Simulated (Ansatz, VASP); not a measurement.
## Two plane-wave programs on SbTe2O

INCAR

```
ALGO = Normal
EDIFF = 1E-6
EDIFFG = -0.04
ENCUT = 600
GGA = PE
IBRION = 2
ISIF = 3
ISMEAR = 0
LASPH = T
LCHARG = F
LREAL = F
LWAVE = F
NELM = 60
NSW = 90
PREC = Accurate
SIGMA = 0.1
```

Contents of KPOINTS:

```
k-points
0
Gamma
  6 6 4
```

POSCAR

```
SbTe2O
1.0
    4.7689183300      0.0000000000      0.0000000000
   -2.3844591700      4.1300044200      0.0000000000
    0.0000000000      0.0000000000      5.4779158000
Sb Te O
1 2 1
Direct
    0.0000000000      0.0000000000      0.0000000000
    0.3333333300      0.6666666700      0.0000000000
    0.6666666700      0.3333333300      0.0000000000
    0.0000000000      0.0000000000      0.5000000000
```

Input for Ansatz:

```yaml
crystal:
  lattice:
    - [4.76891833, 0.0, 0.0]
    - [-2.38445917, 4.13000442, 0.0]
    - [0.0, 0.0, 5.4779158]
  atoms:
    - { symbol: Sb, position: [0.0, 0.0, 0.0] }
    - { symbol: Te, position: [0.33333333, 0.66666667, 0.0] }
    - { symbol: Te, position: [0.66666667, 0.33333333, 0.0] }
    - { symbol: O, position: [0.0, 0.0, 0.5] }
basis:
  ecutwfc: 420
kpoints:
  mp_grid: { grid: [6, 6, 4] }
hamiltonian:
  xc: pbe
scf:
  occupations: { method: gaussian, width: 0.1 }
  lower_state_search: "off"
output:
  forces: true
  stress: true
  eigenvalues: true
relax:
  adjacent_minimum: "off"
  f_tol: 0.04
  max_steps: 70
  cell: { stress_tol: 0.4 }
```

Alike in both runs: task relaxation of cell and atoms; functional PBE; k mesh 6 × 6 × 4; occupations gaussian, width 0.1 eV; no spin polarisation.

|  | VASP | Ansatz |
| --- | --- | --- |
| version | VASP 6.6.1 | Ansatz 0.2.0 |
| potentials or method | VASP PAW PBE potentials, release 64 (Sb, Te, O), cutoff 600 eV | scalar-relativistic, plane waves, PAW |
| valence electrons in the cell | 23 | 53 |

|  | VASP | Ansatz | Ansatz less VASP |
| --- | --- | --- | --- |
| gap on the k mesh at the Fermi level, each at its own relaxed structure (eV) | none | none | - |
| relaxed volume (Å³/atom) | 27.30 | 27.42 | +0.120 |
| relaxed cell length with the largest relative difference (Å) | 5.588 | 5.601 | +0.0128 |

A gap of «none» marks a metal or a gap that the smearing closes. VASP's potentials hold 23 valence electrons a cell and Ansatz's 53, so a difference there can come from the potentials and not from the codes.

Spin-orbit coupling is off throughout.
